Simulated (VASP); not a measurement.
# Zn5CdSe6 (P-4m2) in VASP: single point with PBE

Aim: the single point of Zn5CdSe6 with PBE.

All numbers are computed with VASP 6.6.1; they aren't measurements. Logs are shortened: lines on timing, memory, paths and dates and some standing lists are left out, and cuts for length are marked.

### Step 1. The cell of the first run

The structure is tetragonal, space group P-4m2 (No. 115). Conventional cell: a = 4.097 Å, b = 4.097 Å, c = 17.517 Å, α = 90.00°, β = 90.00°, γ = 90.00°. Within 3.3 Å of Zn (site symmetry 2mm) lie 4 Se at 2.49 Å. Zn (site symmetry -4m2) has 4 Se at 2.49 Å within 3.3 Å. Zn (site symmetry 2mm) has 4 Se at 2.48 to 2.49 Å within 3.3 Å. Within 3.5 Å of Cd (site symmetry -4m2) lie 4 Se at 2.65 Å. Within 3.3 Å of Se (site symmetry 2mm) lie 4 Zn at 2.49 Å. Within 3.3 Å of Se (site symmetry 2mm) lie 4 Zn at 2.49 Å. Se (site symmetry 2mm) has 2 Zn at 2.48 Å and 2 Cd at 2.65 Å within 3.3 Å.

### Step 2. Single point, PBE

INCAR reads:

```
  PREC = Accurate
  ENCUT = 520
  EDIFF = 1E-7
  ISMEAR = 0
  SIGMA = 0.02
  LREAL = False
  LASPH = True
  NELM = 100
  ALGO = Normal
  ISIF = 2
  LWAVE = False
  LCHARG = True
  GGA = PE
  LELF = True
  LVHAR = True
  NBANDS = 66
```

KPOINTS reads:

```
regular mesh
0
Gamma
  8 8 2
```

POSCAR reads:

```
Zn5CdSe6
1.0
    4.0973309000      0.0000000000      0.0000000000
    0.0000000000      4.0973309000      0.0000000000
    0.0000000000      0.0000000000     17.5168485000
Zn Cd Se
5 1 6
Direct
    0.0000000000      0.0000000000      0.8383510000
    0.5000000000      0.5000000000      0.0000000000
    0.0000000000      0.0000000000      0.1616490000
    0.5000000000      0.5000000000      0.3233950000
    0.5000000000      0.5000000000      0.6766050000
    0.0000000000      0.0000000000      0.5000000000
    0.5000000000      0.0000000000      0.9191830000
    0.0000000000      0.5000000000      0.0808170000
    0.5000000000      0.0000000000      0.2424760000
    0.0000000000      0.5000000000      0.4036520000
    0.5000000000      0.0000000000      0.5963480000
    0.0000000000      0.5000000000      0.7575240000
```

Potentials or basis: VASP PAW PBE potentials, release 64 (Zn, Cd, Se).

Run with:

```sh
$ cat potpaw_PBE.64/Zn/POTCAR potpaw_PBE.64/Cd/POTCAR potpaw_PBE.64/Se/POTCAR > POTCAR
$ mpirun -np 1 vasp_std > vasp.out
```

OUTCAR:

```text
PREC = Accurate
   ENCUT = 520
   EDIFF = 1E-7
   ISMEAR = 0
   LREAL = False
   LASPH = True
   NELM = 100
   ISIF = 2
   GGA = PE

 ion  position               nearest neighbor table
   1  0.000  0.000  0.838-  12 2.49  12 2.49   7 2.49   7 2.49
   2  0.500  0.500  0.000-   7 2.49   8 2.49   7 2.49   8 2.49
   3  0.000  0.000  0.162-   9 2.49   9 2.49   8 2.49   8 2.49
   4  0.500  0.500  0.323-  10 2.48  10 2.48   9 2.49   9 2.49
   5  0.500  0.500  0.677-  11 2.48  11 2.48  12 2.49  12 2.49
   6  0.000  0.000  0.500-  10 2.65  11 2.65  10 2.65  11 2.65
   7  0.500  0.000  0.919-   2 2.49   2 2.49   1 2.49   1 2.49
   8  0.000  0.500  0.081-   2 2.49   2 2.49   3 2.49   3 2.49
   9  0.500  0.000  0.242-   3 2.49   3 2.49   4 2.49   4 2.49
  10  0.000  0.500  0.404-   4 2.48   4 2.48   6 2.65   6 2.65
  11  0.500  0.000  0.596-   5 2.48   5 2.48   6 2.65   6 2.65
  12  0.000  0.500  0.758-   1 2.49   1 2.49   5 2.49   5 2.49

  LATTYP: Found a simple tetragonal cell.
 ALAT       =     4.0973309000
 C/A-ratio  =     4.2751852187

  Lattice vectors:

 A1 = (   4.0973309000,   0.0000000000,   0.0000000000)
 A2 = (   0.0000000000,   4.0973309000,   0.0000000000)
 A3 = (   0.0000000000,   0.0000000000,  17.5168485000)

Analysis of symmetry for initial positions (statically):
=====================================================================
 Subroutine PRICEL returns:
 Original cell was already a primitive cell.

 Routine SETGRP: Setting up the symmetry group for a
 simple tetragonal supercell.

 Subroutine GETGRP returns: Found  8 space group operations
 (whereof  8 operations were pure point group operations)
 out of a pool of 16 trial point group operations.

The static configuration has the point symmetry D_2d.

Analysis of symmetry for dynamics (positions and initial velocities):
=====================================================================
 Subroutine PRICEL returns:
 Original cell was already a primitive cell.

 Routine SETGRP: Setting up the symmetry group for a
 simple tetragonal supercell.

 Subroutine GETGRP returns: Found  8 space group operations
 (whereof  8 operations were pure point group operations)
 out of a pool of 16 trial point group operations.

The dynamic configuration has the point symmetry D_2d.

 Subroutine INISYM returns: Found  8 space group operations
 (whereof  8 operations are pure point group operations),
[... 125 lines left out ...]
   TEBEG  =    0.0;   TEEND  =   0.0 temperature during run
   PSTRESS=    0.0 pullay stress
   NELECT =     108.0000    total number of electrons
   NUPDOWN=      -1.0000    fix difference up-down
   EMIN   =  10.00;   EMAX   =-10.00  energy-range for DOS
   EFERMI =   0.00;   METHOD = LEGACY
   ISMEAR =     0;   SIGMA  =   0.02  broadening in eV -4-tet -1-fermi 0-gaus
   EFERMI_NEDOS =   21; number of points for ismear=-14 and -15
   IALGO  =     38    algorithm
   IMIX   =      4    mixing-type and parameters
     AMIX     =   0.40;   BMIX     =  1.00
     AMIX_MAG =   1.60;   BMIX_MAG =  1.00
  volume/ion in A,a.u.               =      24.51       165.38
  Fermi-wavevector in a.u.,A,eV,Ry     =   1.172366  2.215451 18.700435  1.374443
  Thomas-Fermi vector in A             =   2.308796
   LORBIT       =      0    0 simple, 1 ext, 2 COOP (PROOUT), +10 PAW based schemes
   GGA     = PE    functional components
   LHFCALC =     F    Hartree Fock is set to
   AEXX    =    0.0000 exact exchange contribution
   IVDW    =     0    specifies the selected vdW correction
   LEPSILON=     F    determine dielectric tensor
   LRPA    =     F    only Hartree local field effects (RPA)
 non-spin polarized calculation
 Gauss-broadening in eV      SIGMA  =   0.02
  energy-cutoff  :      520.00
  volume of cell :      294.07
 maximum number of plane-waves:      7950
   NGX = 15   NGY = 15   NGZ = 65

 number of electron     107.9999944 magnetization

 Free energy of the ion-electron system (eV)
  ---------------------------------------------------
  ext. energy  EPLUGINS =         0.00000000
  ---------------------------------------------------
  free energy    TOTEN  =       -35.57766880 eV

  energy without entropy =      -35.57766880  energy(sigma->0) =      -35.57766880

 E-fermi :   1.3240     XC(G=0):  -9.0810

 val. band max:        1.2125349737   @ k =   0.0000   0.0000   0.0000
 cond. band min:       2.1763362539   @ k =   0.0000   0.0000   0.0000
 fundamental gap:      0.9638012802
 Fermi energy:         1.3240211452

 k-point     1 :       0.0000    0.0000    0.0000
  band No.  band energies     occupation
      1     -11.7569      2.00000
      2     -11.5848      2.00000
      3     -11.4582      2.00000
      4     -11.1189      2.00000
      5     -11.0317      2.00000
      6     -10.8353      2.00000
[... 1645 lines left out ...]
     65       7.1707      0.00000
     66       7.1909      0.00000

 [... further k-points ...]

------------------------ aborting loop because EDIFF is reached ----------------------------------------

  FORCE on cell =-STRESS in cart. coord.  units (eV):
  Direction    XX          YY          ZZ          XY          YZ          ZX
  --------------------------------------------------------------------------------------
  -------------------------------------------------------------------------------------
  Total        0.3848990      0.3848990      0.3891268      0.0000000      0.0000000     -0.0000000
  in kB        2.0970043      2.0970043      2.1200384      0.0000000      0.0000000     -0.0000000
  external PRESSURE =       2.1046823 kB  Pullay stress =       0.0000000 kB

 VOLUME and BASIS-vectors are now :
 -----------------------------------------------------------------------------
  energy-cutoff  :      520.00
  volume of cell :      294.07
      direct lattice vectors                 reciprocal lattice vectors
     4.097330900  0.000000000  0.000000000     0.244061323  0.000000000  0.000000000
     0.000000000  4.097330900  0.000000000     0.000000000  0.244061323  0.000000000
     0.000000000  0.000000000 17.516848500     0.000000000  0.000000000  0.057087895

 POSITION                                       TOTAL-FORCE (eV/Angst)
 -----------------------------------------------------------------------------------
      0.00000      0.00000     14.68527         0.000000      0.000000      0.000145
      2.04867      2.04867      0.00000         0.000000     -0.000000      0.000000
      0.00000      0.00000      2.83158        -0.000000      0.000000     -0.000145
      2.04867      2.04867      5.66486         0.000000     -0.000000     -0.001158
      2.04867      2.04867     11.85199         0.000000     -0.000000      0.001158
      0.00000      0.00000      8.75842        -0.000000      0.000000      0.000000
      2.04867      0.00000     16.10119         0.000000      0.000000     -0.000122
      0.00000      2.04867      1.41566         0.000000      0.000000      0.000122
      2.04867      0.00000      4.24742         0.000000      0.000000      0.001153
      0.00000      2.04867      7.07071         0.000000      0.000000     -0.017465
      2.04867      0.00000     10.44614         0.000000      0.000000      0.017465
      0.00000      2.04867     13.26943         0.000000      0.000000     -0.001153
 -----------------------------------------------------------------------------------
    total drift:                                0.000000      0.000000      0.000000

  FREE ENERGIE OF THE ION-ELECTRON SYSTEM (eV)
  ---------------------------------------------------
  free  energy   TOTEN  =       -35.5776687983 eV

  energy  without entropy=      -35.5776687983  energy(sigma->0) =      -35.57766880
```

OSZICAR:

```text
N       E                     dE             d eps       ncg     rms          rms(c)
DAV:   1     0.914938239816E+03    0.91494E+03   -0.47805E+04  3960   0.179E+03
DAV:   2     0.934860278492E+02   -0.82145E+03   -0.79035E+03  3968   0.435E+02
DAV:   3    -0.309992503695E+02   -0.12449E+03   -0.12192E+03  4442   0.157E+02
DAV:   4    -0.373525770683E+02   -0.63533E+01   -0.63181E+01  4586   0.341E+01
DAV:   5    -0.374288853549E+02   -0.76308E-01   -0.76227E-01  4556   0.374E+00    0.115E+01
DAV:   6    -0.355907160758E+02    0.18382E+01   -0.41289E+00  5272   0.308E+01    0.884E+00
DAV:   7    -0.356045973102E+02   -0.13881E-01   -0.36218E+00  4392   0.679E+00    0.317E+00
DAV:   8    -0.355781976365E+02    0.26400E-01   -0.20505E-01  4626   0.345E+00    0.755E-01
DAV:   9    -0.355765577258E+02    0.16399E-02   -0.33895E-02  4942   0.157E+00    0.222E-01
DAV:  10    -0.355771416509E+02   -0.58393E-03   -0.42248E-03  4394   0.817E-01    0.122E-01
DAV:  11    -0.355774245842E+02   -0.28293E-03   -0.55993E-04  4412   0.456E-01    0.732E-02
DAV:  12    -0.355776472623E+02   -0.22268E-03   -0.35639E-04  4298   0.131E-01    0.240E-02
DAV:  13    -0.355776609782E+02   -0.13716E-04   -0.89758E-05  4598   0.208E-01    0.608E-03
DAV:  14    -0.355776662810E+02   -0.53028E-05   -0.12416E-05  4174   0.292E-02    0.387E-03
DAV:  15    -0.355776685388E+02   -0.22578E-05   -0.51682E-06  4192   0.216E-02    0.146E-03
DAV:  16    -0.355776687326E+02   -0.19378E-06   -0.52775E-07  4316   0.681E-03    0.840E-04
DAV:  17    -0.355776687983E+02   -0.65756E-07   -0.74666E-08  2574   0.240E-03
   1 F= -.35577669E+02 E0= -.35577669E+02  d E =-.564260E-17
```

stdout:

```text
POSCAR found type information on POSCAR ZnCdSe
 POSCAR found :  3 types and      12 ions
 scaLAPACK will be used
 LDA part: xc-table for (Slater+PW92), standard interpolation
 POSCAR, INCAR and KPOINTS ok, starting setup
 FFT: planning ... GRIDC
 FFT: planning ... GRID_SOFT
 FFT: planning ... GRID
 WAVECAR not read
 entering main loop
```

Wall time 10 min (1 thread of Intel Xeon Platinum 8488C (Sapphire Rapids), shared host); peak memory 0.63 GiB.

What came out:

```yaml
Free_energy: -35.5777 eV
Pressure: 0.2 GPa
Largest_force: 0.017 eV/Å
Band_gap_on_the_k_mesh: 0.96 eV
```

Forces on the atoms (eV/Å):
```
Zn   0.000  0.000  0.000
Zn   0.000  0.000  0.000
Zn   0.000  0.000  0.000
Zn   0.000  0.000 -0.001
Zn   0.000  0.000  0.001
Cd   0.000  0.000  0.000
Se   0.000  0.000  0.000
Se   0.000  0.000  0.000
Se   0.000  0.000  0.001
Se   0.000  0.000 -0.017
Se   0.000  0.000  0.017
Se   0.000  0.000 -0.001
```

Levels at points of the mesh, in eV from the valence-band top:
| k point | band 51 | band 52 | band 53 | band 54 | band 55 | band 56 | band 57 | band 58 |
| --- | --- | --- | --- | --- | --- | --- | --- | --- |
| (0.00, 0.00, 0.00) | -0.55 | -0.07 | 0.00 | 0.00 | 0.96 | 2.86 | 2.91 | 3.10 |
| (0.50, 0.00, 0.00) | -0.90 | -0.90 | -0.88 | -0.45 | 2.73 | 2.79 | 2.80 | 2.83 |
| (0.50, 0.50, 0.00) | -2.05 | -2.01 | -2.01 | -1.98 | 3.06 | 3.06 | 3.34 | 3.57 |
| (0.00, 0.00, 0.50) | -0.24 | -0.24 | -0.13 | -0.13 | 1.74 | 1.83 | 3.11 | 3.22 |
| (0.50, 0.00, 0.50) | -0.88 | -0.83 | -0.81 | -0.45 | 2.38 | 2.41 | 3.46 | 3.53 |
| (0.50, 0.50, 0.50) | -2.11 | -2.11 | -2.08 | -2.08 | 3.41 | 3.41 | 3.48 | 3.48 |
